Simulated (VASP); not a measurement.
# SnO2 (I4_1/amd) in VASP: notebook

Runs on SnO2. Level: LDA. Tasks: single point.

Everything below comes from runs of VASP 6.6.1. Logs are shortened: lines on timing, memory, paths and dates and some standing lists are left out, and cuts for length are marked.

## (1) The cell of the first run

It takes space group I4_1/amd (No. 141, tetragonal). Conventional cell: a = 3.916 Å, b = 3.916 Å, c = 9.844 Å, α = 90.00°, β = 90.00°, γ = 90.00°. Sn (site symmetry -4m2) has 6 O at 2.00 to 2.04 Å within 2.7 Å. Within 2.7 Å of O (site symmetry 2mm) lie 3 Sn at 2.00 to 2.04 Å and 2 O at 2.54 Å.

## (2) Single point, LDA (volume scaled by 0.94, then relaxed in part)

INCAR reads:

```
ALGO = Normal ; EDIFF = 1E-6
ENCUT = 520 ; GGA = CA
ISIF = 2 ; ISMEAR = 0
LASPH = T ; LCHARG = T
LELF = T ; LREAL = F
LVHAR = T ; LWAVE = F
NBANDS = 35 ; NELM = 100
PREC = Accurate ; SIGMA = 0.02
```

KPOINTS reads:

```
k-points
0
Gamma
  10 10 10
```

POSCAR reads:

```
SnO2
1.0
   -1.9581815954      1.9581815954      4.9222305073
    1.9581815954     -1.9581815954      4.9222305073
    1.9581815954      1.9581815954     -4.9222305073
Sn O
2 4
Direct
    0.7500000000      0.2500000000      0.5000000000
    0.0000000000      0.0000000000      0.0000000000
    0.7927767856      0.7927767856      0.0000000000
    0.9572232144      0.4572232144      0.5000000000
    0.2072232144      0.2072232144      0.0000000000
    0.5427767856      0.0427767856      0.5000000000
```

Potentials or basis: VASP PAW LDA potentials, release 64 (Sn_d, O).

Launch:

```console
cat potpaw_LDA.64/Sn_d/POTCAR potpaw_LDA.64/O/POTCAR > POTCAR
mpirun -np 1 vasp_std > vasp.out
```

OUTCAR:

```text
EDIFF = 1E-6
   ENCUT = 520
   GGA = CA
   ISIF = 2
   ISMEAR = 0
   LASPH = T
   LREAL = F
   NELM = 100
   PREC = Accurate

 ion  position               nearest neighbor table
   1  0.750  0.250  0.500-   3 2.00   5 2.00   3 2.00   5 2.00   4 2.04   6 2.04   2 3.15   2 3.15
                             2 3.15   2 3.15
   2  0.000  0.000  0.000-   6 2.00   4 2.00   6 2.00   4 2.00   3 2.04   5 2.04   1 3.15   1 3.15
                             1 3.15   1 3.15
   3  0.793  0.793  0.000-   1 2.00   1 2.00   2 2.04
   4  0.957  0.457  0.500-   2 2.00   2 2.00   1 2.04
   5  0.207  0.207  0.000-   1 2.00   1 2.00   2 2.04
   6  0.543  0.043  0.500-   2 2.00   2 2.00   1 2.04

  LATTYP: Found a body centered tetragonal cell.
 ALAT       =     3.9163631908
 C/A-ratio  =     2.5136741755

  Lattice vectors:

 A1 = (  -1.9581815954,   1.9581815954,   4.9222305073)
 A2 = (   1.9581815954,  -1.9581815954,   4.9222305073)
 A3 = (   1.9581815954,   1.9581815954,  -4.9222305073)

Analysis of symmetry for initial positions (statically):
=====================================================================
 Subroutine PRICEL returns:
 Original cell was already a primitive cell.

 Routine SETGRP: Setting up the symmetry group for a
 body centered tetragonal supercell.

 Subroutine GETGRP returns: Found 16 space group operations
 (whereof  8 operations were pure point group operations)
 out of a pool of 16 trial point group operations.

The static configuration has the point symmetry D_2d.
 The point group associated with its full space group is D_4h.

Analysis of symmetry for dynamics (positions and initial velocities):
=====================================================================
 Subroutine PRICEL returns:
 Original cell was already a primitive cell.

 Routine SETGRP: Setting up the symmetry group for a
 body centered tetragonal supercell.

 Subroutine GETGRP returns: Found 16 space group operations
 (whereof  8 operations were pure point group operations)
 out of a pool of 16 trial point group operations.

The dynamic configuration has the point symmetry D_2d.
 The point group associated with its full space group is D_4h.

 Subroutine INISYM returns: Found 16 space group operations
 (whereof  8 operations are pure point group operations),
 and found     1 'primitive' translations

----------------------------------------------------------------------------------------

                                     Primitive cell

  volume of cell :      75.4967

  direct lattice vectors                    reciprocal lattice vectors
    -1.958181595  1.958181595  4.922230507     0.000000000  0.255338933  0.101579964
     1.958181595 -1.958181595  4.922230507     0.255338933  0.000000000  0.101579964
     1.958181595  1.958181595 -4.922230507     0.255338933  0.255338933  0.000000000

  length of vectors
     5.647769780  5.647769780  5.647769780     0.274802584  0.274802584  0.361103783

  position of ions in fractional coordinates (direct lattice)
     0.750000000  0.250000000  0.500000000
     0.000000000  0.000000000  0.000000000
     0.792776786  0.792776786  0.000000000
     0.957223214  0.457223214  0.500000000
     0.207223214  0.207223214  0.000000000
     0.542776786  0.042776786  0.500000000

  ion indices of the primitive-cell ions
   primitive index   ion index
                 1           1
                 2           2
                 3           3
                 4           4
                 5           5
                 6           6

----------------------------------------------------------------------------------------

 KPOINTS: k-points

Automatic generation of k-mesh.
 Grid dimensions read from file:
 generate k-points for:   10   10   10

 Generating k-lattice:

  Cartesian coordinates                     Fractional coordinates (reciprocal lattice)
     0.000000000  0.025533893  0.010157996     0.100000000  0.000000000  0.000000000
     0.025533893  0.000000000  0.010157996     0.000000000  0.100000000  0.000000000
     0.025533893  0.025533893  0.000000000     0.000000000  0.000000000  0.100000000

  Length of vectors
     0.027480258  0.027480258  0.036110378

  Shift w.r.t. Gamma in fractional coordinates (k-lattice)
     0.000000000  0.000000000  0.000000000

 Subroutine IBZKPT returns following result:
 ===========================================

 Found    102 irreducible k-points:

 Following reciprocal coordinates:
            Coordinates               Weight
  0.000000  0.000000  0.000000      1.000000
  0.100000 -0.000000  0.000000      8.000000
  0.200000 -0.000000  0.000000      8.000000
  0.300000  0.000000  0.000000      8.000000
  0.400000 -0.000000  0.000000      8.000000
  0.500000  0.000000  0.000000      4.000000
[... 16 lines left out ...]
  0.300000  0.300000  0.000000      8.000000
  0.400000  0.300000  0.000000     16.000000
 [... further k-points ...]
   k-points           NKPTS =    102   k-points in BZ     NKDIM =    102   number of bands    NBANDS=     35
   number of dos      NEDOS =    301   number of ions     NIONS =      6
   total plane-waves  NPLWV =  74088
   dimension x,y,z NGX =    42 NGY =   42 NGZ =   42
   dimension x,y,z NGXF=    84 NGYF=   84 NGZF=   84
   ions per type =               2   4
   NGX,Y,Z   is equivalent  to a cutoff of  12.36, 12.36, 12.36 a.u.
   NGXF,Y,Z  is equivalent  to a cutoff of  24.73, 24.73, 24.73 a.u.
 SYSTEM =  unknown system
   PREC   = accura    normal or accurate (medium, high low for compatibility)
   ISTART =      0    job   : 0-new  1-cont  2-samecut
   ICHARG =      2    charge: 1-file 2-atom 10-const
   ISPIN  =      1    spin polarized calculation?
   LNONCOLLINEAR =      F non collinear calculations
   LSORBIT =      F    spin-orbit coupling
   LASPH  =      T    aspherical Exc in radial PAW
   ENCUT  =  520.0 eV  38.22 Ry    6.18 a.u.  10.50 10.50 10.50*2*pi/ulx,y,z
   NELM   =    100;   NELMIN=  2; NELMDL= -5     # of ELM steps
   EDIFF  = 0.1E-05   stopping-criterion for ELM
   LREAL  =      F    real-space projection
   EDIFFG = 0.1E-04   stopping-criterion for IOM
   NSW    =      0    number of steps for IOM
   IBRION =     -1    ionic relax: 0-MD 1-quasi-New 2-CG
   NFREE  =      0    steps in history (QN), initial steepest desc. (CG)
   ISIF   =      2    stress and relaxation
   ISYM   =      2    0-nonsym 1-usesym 2-fastsym
   POTIM  = 0.5000    time-step for ionic-motion
   TEBEG  =    0.0;   TEEND  =   0.0 temperature during run
   PSTRESS=    0.0 pullay stress
   NELECT =      52.0000    total number of electrons
   NUPDOWN=      -1.0000    fix difference up-down
   EMIN   =  10.00;   EMAX   =-10.00  energy-range for DOS
   EFERMI =   0.00;   METHOD = LEGACY
   ISMEAR =     0;   SIGMA  =   0.02  broadening in eV -4-tet -1-fermi 0-gaus
   EFERMI_NEDOS =   21; number of points for ismear=-14 and -15
   IALGO  =     38    algorithm
   IMIX   =      4    mixing-type and parameters
     AMIX     =   0.40;   BMIX     =  1.00
     AMIX_MAG =   1.60;   BMIX_MAG =  1.00
  volume/ion in A,a.u.               =      12.58        84.91
  Fermi-wavevector in a.u.,A,eV,Ry     =   1.445773  2.732114 28.439692  2.090258
  Thomas-Fermi vector in A             =   2.563917
   LORBIT       =      0    0 simple, 1 ext, 2 COOP (PROOUT), +10 PAW based schemes
   GGA     = CA    functional components
   LHFCALC =     F    Hartree Fock is set to
   AEXX    =    0.0000 exact exchange contribution
   IVDW    =     0    specifies the selected vdW correction
   LEPSILON=     F    determine dielectric tensor
   LRPA    =     F    only Hartree local field effects (RPA)
 non-spin polarized calculation
 Gauss-broadening in eV      SIGMA  =   0.02
  energy-cutoff  :      520.00
  volume of cell :       75.50
 maximum number of plane-waves:      2067
   NGX = 21   NGY = 21   NGZ = 21

 number of electron      52.0000009 magnetization

 Free energy of the ion-electron system (eV)
  ---------------------------------------------------
  ext. energy  EPLUGINS =         0.00000000
  ---------------------------------------------------
  free energy    TOTEN  =       -41.53971427 eV

  energy without entropy =      -41.53971427  energy(sigma->0) =      -41.53971427

 E-fermi :   4.8245     XC(G=0): -11.2976

 val. band max:        4.6659305354   @ k =   0.3000   0.3000   0.2000
 cond. band min:       6.9715304882   @ k =   0.0000   0.0000   0.0000
 fundamental gap:      2.3055999529
 Fermi energy:         4.8244926139

 k-point     1 :       0.0000    0.0000    0.0000
  band No.  band energies     occupation
      1     -15.8211      2.00000
      2     -15.7805      2.00000
      3     -15.6040      2.00000
      4     -14.8750      2.00000
      5     -14.7250      2.00000
      6     -14.7250      2.00000
[... 27 lines left out ...]
     34      16.9874      0.00000
     35      17.5290      0.00000

 k-point     2 :       0.1000   -0.0000    0.0000
  band No.  band energies     occupation
      1     -15.8403      2.00000
      2     -15.7172      2.00000
      3     -15.5881      2.00000
      4     -14.8812      2.00000
      5     -14.7284      2.00000
      6     -14.7228      2.00000
[... 27 lines left out ...]
     34      16.7814      0.00000
     35      17.3650      0.00000

 k-point     3 :       0.2000   -0.0000    0.0000
  band No.  band energies     occupation
      1     -15.8430      2.00000
      2     -15.6352      2.00000
      3     -15.5077      2.00000
      4     -14.8968      2.00000
      5     -14.7367      2.00000
      6     -14.7175      2.00000
[... 27 lines left out ...]
     34      16.5984      0.00000
     35      16.9668      0.00000

 k-point     4 :       0.3000    0.0000    0.0000
  band No.  band energies     occupation
      1     -15.8368      2.00000
      2     -15.5908      2.00000
      3     -15.3535      2.00000
      4     -14.9146      2.00000
      5     -14.7462      2.00000
      6     -14.7108      2.00000
[... 27 lines left out ...]
     34      16.5824      0.00000
     35      16.7969      0.00000

 k-point     5 :       0.4000   -0.0000    0.0000
  band No.  band energies     occupation
      1     -15.8326      2.00000
      2     -15.5631      2.00000
      3     -15.2139      2.00000
      4     -14.9281      2.00000
      5     -14.7533      2.00000
      6     -14.7008      2.00000
[... 638 lines left out ...]
 k-point    22 :      -0.2000    0.2000    0.0000
  band No.  band energies     occupation
      1     -15.7184      2.00000
      2     -15.5716      2.00000
      3     -15.4013      2.00000
      4     -15.0146      2.00000
      5     -14.7385      2.00000
      6     -14.6932      2.00000
[... 27 lines left out ...]
     34      16.3664      0.00000
     35      16.6977      0.00000

 k-point    23 :       0.3000    0.3000    0.0000
  band No.  band energies     occupation
      1     -15.6699      2.00000
      2     -15.5087      2.00000
      3     -15.1319      2.00000
      4     -14.8396      2.00000
      5     -14.7657      2.00000
      6     -14.6613      2.00000
[... 27 lines left out ...]
     34      16.2149      0.00000
     35      17.3414      0.00000

 k-point    24 :       0.4000    0.3000    0.0000
  band No.  band energies     occupation
      1     -15.6019      2.00000
      2     -15.4485      2.00000
      3     -15.0579      2.00000
      4     -14.8557      2.00000
      5     -14.7670      2.00000
      6     -14.6318      2.00000
[... 27 lines left out ...]
     34      16.2152      0.00000
     35      17.6417      0.00000

 [... further k-points ...]
[... 5 lines left out ...]
  --------------------------------------------------------------------------------------
  -------------------------------------------------------------------------------------
  Total        5.8036852      5.8036852      5.9775108      0.0000000      0.0000000      0.0000000
  in kB      123.1647868    123.1647868    126.8536833      0.0000000      0.0000000      0.0000000
  external PRESSURE =     124.3944190 kB  Pullay stress =       0.0000000 kB

 VOLUME and BASIS-vectors are now :
 -----------------------------------------------------------------------------
  energy-cutoff  :      520.00
  volume of cell :       75.50
      direct lattice vectors                 reciprocal lattice vectors
    -1.958181595  1.958181595  4.922230507     0.000000000  0.255338933  0.101579964
     1.958181595 -1.958181595  4.922230507     0.255338933  0.000000000  0.101579964
     1.958181595  1.958181595 -4.922230507     0.255338933  0.255338933  0.000000000

 POSITION                                       TOTAL-FORCE (eV/Angst)
 -----------------------------------------------------------------------------------
      0.00000      1.95818      2.46112        -0.000000     -0.000000     -0.000000
      0.00000      0.00000      0.00000        -0.000000     -0.000000     -0.000000
      0.00000      0.00000      7.80446         0.000000     -0.000000     -0.046706
     -0.00000      1.95818      4.50112        -0.000000      0.000000      0.046706
      0.00000      0.00000      2.04000         0.000000     -0.000000      0.046706
      0.00000      1.95818      0.42111        -0.000000      0.000000     -0.046706
 -----------------------------------------------------------------------------------
    total drift:                               -0.000000      0.000000      0.000000

  FREE ENERGIE OF THE ION-ELECTRON SYSTEM (eV)
  ---------------------------------------------------
  free  energy   TOTEN  =       -41.5397142652 eV

  energy  without entropy=      -41.5397142652  energy(sigma->0) =      -41.53971427
```

It took 15 min on 1 thread of AMD EPYC 7R13, shared host; peak memory 0.32 GiB.

What came out:

```yaml
Free_energy: -41.5397 eV
Pressure: 12.4 GPa
Largest_force: 0.047 eV/Å
Band_gap_on_the_k_mesh: 2.31 eV, indirect (least direct gap 2.87 eV)
```

Forces on the atoms (eV/Å):
```
Sn   0.000  0.000  0.000
Sn   0.000  0.000  0.000
O    0.000  0.000 -0.047
O    0.000  0.000  0.047
O    0.000  0.000  0.047
O    0.000  0.000 -0.047
```

Caveat: the cell differs from its parent crystal (volume scaled by 0.94, then relaxed in part); spin-orbit coupling is left out, which moves the levels of the heavy elements. A k mesh can miss the band edges.

## (3) Single point, LDA

This run uses another cell than the first one, of 13.39 Å³/atom, 1.064 times its volume.

INCAR reads:

```
SYSTEM = SnO2
PREC = Accurate ; ENCUT = 520
EDIFF = 1E-6 ; ISMEAR = 0
SIGMA = 0.05 ; LREAL = .FALSE.
LASPH = .TRUE. ; NELM = 80
ALGO = Normal ; ISIF = 2
LWAVE = .FALSE. ; LCHARG = .TRUE.
LELF = .TRUE. ; LVHAR = .TRUE.
NBANDS = 35
```

KPOINTS reads:

```
Automatic mesh
0
G
  10 10 10
  0 0 0
```

POSCAR reads:

```
SnO2
1.0
   -1.9861130375      1.9861130375      5.0901677907
    1.9861130375     -1.9861130375      5.0901677907
    1.9861130375      1.9861130375     -5.0901677907
Sn O
2 4
Direct
    0.7500000000      0.2500000000      0.5000000000
    0.0000000000      0.0000000000      0.0000000000
    0.7969975834      0.7969975834      0.0000000000
    0.9530024166      0.4530024166      0.5000000000
    0.2030024166      0.2030024166      0.0000000000
    0.5469975834      0.0469975834      0.5000000000
```

Potentials or basis: VASP PAW LDA potentials, release 64 (Sn_d, O).

Launch:

```console
cat potpaw_LDA.64/Sn_d/POTCAR potpaw_LDA.64/O/POTCAR > POTCAR
mpirun -np 1 vasp_std > vasp.out
```

It took 8.6 min on 1 thread of Intel Xeon Platinum 8488C (Sapphire Rapids), shared host; peak memory 0.4 GiB.

The run converged. Its results:

```yaml
Free_energy: -41.7351 eV
Pressure: 0.9 GPa
Largest_force: 0.039 eV/Å
Band_gap_on_the_k_mesh: 1.77 eV, indirect (least direct gap 2.16 eV)
```

Forces in eV/Å, atoms in the order of the input:
```
Sn   0.000  0.000  0.000
Sn   0.000  0.000  0.000
O    0.000  0.000 -0.039
O    0.000  0.000  0.039
O    0.000  0.000  0.039
O    0.000  0.000 -0.039
```

Stress tensor (GPa, compression positive):
```
0.80 0.00 0.00
0.00 0.80 0.00
0.00 0.00 1.16
```

Levels at points of the mesh, in eV from the valence-band top:
| k point | band 23 | band 24 | band 25 | band 26 | band 27 | band 28 | band 29 | band 30 |
| --- | --- | --- | --- | --- | --- | --- | --- | --- |
| (0.00, 0.00, 0.00) | -0.68 | -0.68 | -0.39 | -0.39 | 1.77 | 5.69 | 9.11 | 9.69 |
| (0.50, 0.00, 0.00) | -0.79 | -0.77 | -0.58 | -0.37 | 5.07 | 6.29 | 7.87 | 8.58 |
| (0.50, 0.50, 0.00) | -0.81 | -0.81 | -0.04 | -0.04 | 7.41 | 7.41 | 7.64 | 7.64 |
| (0.50, 0.50, 0.50) | -1.05 | -1.05 | -0.29 | -0.29 | 4.41 | 4.41 | 7.45 | 7.45 |

Caveat: spin-orbit coupling is left out, which moves the levels of the heavy elements.
